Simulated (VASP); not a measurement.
# ZnO (P6_3mc) in VASP: notebook

Runs on ZnO. Level: PBE. Tasks: single point.

Program: VASP 6.6.1. These are calculated values, not measurements. Logs are shortened: lines on timing, memory, paths and dates and some standing lists are left out, and cuts for length are marked.

## Step 1: The cell of the first run

It takes space group P6_3mc (No. 186, hexagonal). Conventional cell: a = 3.301 Å, b = 3.301 Å, c = 5.329 Å, α = 90.00°, β = 90.00°, γ = 120.00°. Zn (site symmetry 3m) has 4 O at 2.01 to 2.02 Å within 2.7 Å. O (site symmetry 3m) has 4 Zn at 2.01 to 2.02 Å within 2.7 Å.

## Step 2: Single point, PBE (12.57 Å³/atom)

Contents of INCAR:

```
SYSTEM = ZnO
PREC = Accurate ; ENCUT = 600
EDIFF = 1E-6 ; ISMEAR = 0
SIGMA = 0.05 ; LREAL = .False.
LASPH = .True. ; NELM = 120
ALGO = Normal ; ISIF = 2
LWAVE = .False. ; LCHARG = .False.
GGA = PE ; NBANDS = 26
GGA_COMPAT = .False.
```

Contents of KPOINTS:

```
Automatic mesh
0
Gamma
  12 12 8
  0 0 0
```

Contents of POSCAR:

```
ZnO
1.0
    3.3011588827      0.0000000000      0.0000000000
   -1.6505794414      2.8588874544      0.0000000000
    0.0000000000      0.0000000000      5.3285148582
Zn O
2 2
Direct
    0.3333333333      0.6666666667      0.0015089686
    0.6666666667      0.3333333333      0.5015089686
    0.3333333333      0.6666666667      0.3805910314
    0.6666666667      0.3333333333      0.8805910314
```

Potentials or basis: VASP PAW PBE potentials, release 64 (Zn, O).

Started as:

```bash
$ cat potpaw_PBE.64/Zn/POTCAR potpaw_PBE.64/O/POTCAR > POTCAR
$ mpirun -np 1 vasp_std > vasp.out
```

OUTCAR:

```text
SYSTEM = ZnO
   PREC = Accurate
   ENCUT = 600
   EDIFF = 1E-6
   ISMEAR = 0
   LREAL = .False.
   LASPH = .True.
   NELM = 120
   ISIF = 2
   GGA = PE

 ion  position               nearest neighbor table
   1  0.333  0.667  0.002-   4 2.01   4 2.01   4 2.01   3 2.02
   2  0.667  0.333  0.502-   3 2.01   3 2.01   3 2.01   4 2.02
   3  0.333  0.667  0.381-   2 2.01   2 2.01   2 2.01   1 2.02
   4  0.667  0.333  0.881-   1 2.01   1 2.01   1 2.01   2 2.02

  LATTYP: Found a hexagonal cell.
 ALAT       =     3.3011588827
 C/A-ratio  =     1.6141346259

  Lattice vectors:

 A1 = (   3.3011588827,   0.0000000000,   0.0000000000)
 A2 = (  -1.6505794414,   2.8588874544,   0.0000000000)
 A3 = (   0.0000000000,   0.0000000000,   5.3285148582)

Analysis of symmetry for initial positions (statically):
=====================================================================
 Subroutine PRICEL returns:
 Original cell was already a primitive cell.

 Routine SETGRP: Setting up the symmetry group for a
 hexagonal supercell.

 Subroutine GETGRP returns: Found 12 space group operations
 (whereof  6 operations were pure point group operations)
 out of a pool of 24 trial point group operations.

The static configuration has the point symmetry C_3v.
 The point group associated with its full space group is C_6v.

Analysis of symmetry for dynamics (positions and initial velocities):
=====================================================================
 Subroutine PRICEL returns:
 Original cell was already a primitive cell.

 Routine SETGRP: Setting up the symmetry group for a
 hexagonal supercell.

 Subroutine GETGRP returns: Found 12 space group operations
 (whereof  6 operations were pure point group operations)
 out of a pool of 24 trial point group operations.

The dynamic configuration has the point symmetry C_3v.
 The point group associated with its full space group is C_6v.

 Subroutine INISYM returns: Found 12 space group operations
 (whereof  6 operations are pure point group operations),
 and found     1 'primitive' translations

----------------------------------------------------------------------------------------

                                     Primitive cell

  volume of cell :      50.2886

  direct lattice vectors                    reciprocal lattice vectors
[... 83 lines left out ...]
   ISTART =      0    job   : 0-new  1-cont  2-samecut
   ICHARG =      2    charge: 1-file 2-atom 10-const
   ISPIN  =      1    spin polarized calculation?
   LNONCOLLINEAR =      F non collinear calculations
   LSORBIT =      F    spin-orbit coupling
   LASPH  =      T    aspherical Exc in radial PAW
   ENCUT  =  600.0 eV  44.10 Ry    6.64 a.u.   6.59  6.59 10.64*2*pi/ulx,y,z
   NELM   =    120;   NELMIN=  2; NELMDL= -5     # of ELM steps
   EDIFF  = 0.1E-05   stopping-criterion for ELM
   LREAL  =      F    real-space projection
   EDIFFG = 0.1E-04   stopping-criterion for IOM
   NSW    =      0    number of steps for IOM
   IBRION =     -1    ionic relax: 0-MD 1-quasi-New 2-CG
   NFREE  =      0    steps in history (QN), initial steepest desc. (CG)
   ISIF   =      2    stress and relaxation
   ISYM   =      2    0-nonsym 1-usesym 2-fastsym
   POTIM  = 0.5000    time-step for ionic-motion
   TEBEG  =    0.0;   TEEND  =   0.0 temperature during run
   PSTRESS=    0.0 pullay stress
   NELECT =      36.0000    total number of electrons
   NUPDOWN=      -1.0000    fix difference up-down
   EMIN   =  10.00;   EMAX   =-10.00  energy-range for DOS
   EFERMI =   0.00;   METHOD = LEGACY
   ISMEAR =     0;   SIGMA  =   0.05  broadening in eV -4-tet -1-fermi 0-gaus
   EFERMI_NEDOS =   21; number of points for ismear=-14 and -15
   IALGO  =     38    algorithm
   IMIX   =      4    mixing-type and parameters
     AMIX     =   0.40;   BMIX     =  1.00
     AMIX_MAG =   1.60;   BMIX_MAG =  1.00
  volume/ion in A,a.u.               =      12.57        84.84
  Fermi-wavevector in a.u.,A,eV,Ry     =   1.464488  2.767481 29.180751  2.144725
  Thomas-Fermi vector in A             =   2.580458
   LORBIT       =      0    0 simple, 1 ext, 2 COOP (PROOUT), +10 PAW based schemes
   GGA     = PE    functional components
   LHFCALC =     F    Hartree Fock is set to
   AEXX    =    0.0000 exact exchange contribution
   IVDW    =     0    specifies the selected vdW correction
   LEPSILON=     F    determine dielectric tensor
   LRPA    =     F    only Hartree local field effects (RPA)
 non-spin polarized calculation
 Gauss-broadening in eV      SIGMA  =   0.05
  energy-cutoff  :      600.00
  volume of cell :       50.29
 maximum number of plane-waves:      1713
 NGX is ok and might be reduce to    28
   NGX = 13   NGY = 13   NGZ = 21

 number of electron      36.0000010 magnetization

 Free energy of the ion-electron system (eV)
  ---------------------------------------------------
  ext. energy  EPLUGINS =         0.00000000
  ---------------------------------------------------
  free energy    TOTEN  =       -17.86314378 eV

  energy without entropy =      -17.86314378  energy(sigma->0) =      -17.86314378

 E-fermi :   0.9535     XC(G=0): -10.6215

 val. band max:        0.7235802163   @ k =   0.0000   0.0000   0.0000
 cond. band min:       1.4227583515   @ k =   0.0000   0.0000   0.0000
 fundamental gap:      0.6991781352
 Fermi energy:         0.9535185549

 k-point     1 :       0.0000    0.0000    0.0000
  band No.  band energies     occupation
      1     -16.9447      2.00000
      2     -16.3059      2.00000
      3      -4.7285      2.00000
      4      -4.7285      2.00000
      5      -4.6915      2.00000
      6      -4.5526      2.00000
[... 685 lines left out ...]
     25      13.8338      0.00000
     26      14.4001      0.00000

 [... further k-points ...]
[... 5 lines left out ...]
  --------------------------------------------------------------------------------------
  -------------------------------------------------------------------------------------
  Total       -0.5605014     -0.5605014     -0.5580436      0.0000000      0.0000000      0.0000000
  in kB      -17.8573752    -17.8573752    -17.7790712      0.0000000      0.0000000      0.0000000
  external PRESSURE =     -17.8312739 kB  Pullay stress =       0.0000000 kB

 VOLUME and BASIS-vectors are now :
 -----------------------------------------------------------------------------
  energy-cutoff  :      600.00
  volume of cell :       50.29
      direct lattice vectors                 reciprocal lattice vectors
     3.301158883  0.000000000  0.000000000     0.302923923  0.174893209  0.000000000
    -1.650579441  2.858887454  0.000000000     0.000000000  0.349786417  0.000000000
     0.000000000  0.000000000  5.328514858     0.000000000  0.000000000  0.187669553

 POSITION                                       TOTAL-FORCE (eV/Angst)
 -----------------------------------------------------------------------------------
     -0.00000      1.90592      0.00804        -0.000000     -0.000000      0.000204
      1.65058      0.95296      2.67230         0.000000      0.000000      0.000204
     -0.00000      1.90592      2.02798         0.000000     -0.000000     -0.000204
      1.65058      0.95296      4.69224         0.000000      0.000000     -0.000204
 -----------------------------------------------------------------------------------
    total drift:                                0.000000      0.000001     -0.000667

  FREE ENERGIE OF THE ION-ELECTRON SYSTEM (eV)
  ---------------------------------------------------
  free  energy   TOTEN  =       -17.8631437806 eV

  energy  without entropy=      -17.8631437806  energy(sigma->0) =      -17.86314378
```

Wall time 3.3 min (1 thread of Intel Xeon 8259CL, shared host); peak memory 0.27 GiB.

What came out:

```
Free energy            : -17.8631 eV
Pressure               : -1.8 GPa
Band gap on the k mesh : 0.70 eV
```

Levels at points of the mesh, in eV from the valence-band top:
| k point | band 14 | band 15 | band 16 | band 17 | band 18 | band 19 | band 20 | band 21 | band 22 | band 23 |
| --- | --- | --- | --- | --- | --- | --- | --- | --- | --- | --- |
| (0.00, 0.00, 0.00) | -0.73 | -0.73 | -0.07 | 0.00 | 0.00 | 0.70 | 5.02 | 8.01 | 12.63 | 12.63 |
| (0.50, 0.00, 0.00) | -3.37 | -2.66 | -2.08 | -1.20 | -0.77 | 5.54 | 6.79 | 7.50 | 8.13 | 10.30 |
| (0.00, 0.00, 0.50) | -2.21 | -0.36 | -0.36 | -0.36 | -0.36 | 3.31 | 3.31 | 9.83 | 9.83 | 12.91 |
| (0.50, 0.00, 0.50) | -3.65 | -1.39 | -1.39 | -1.28 | -1.28 | 5.60 | 5.60 | 8.12 | 8.12 | 11.07 |

A k mesh can miss the band edges.

[end of part 1 of 2]
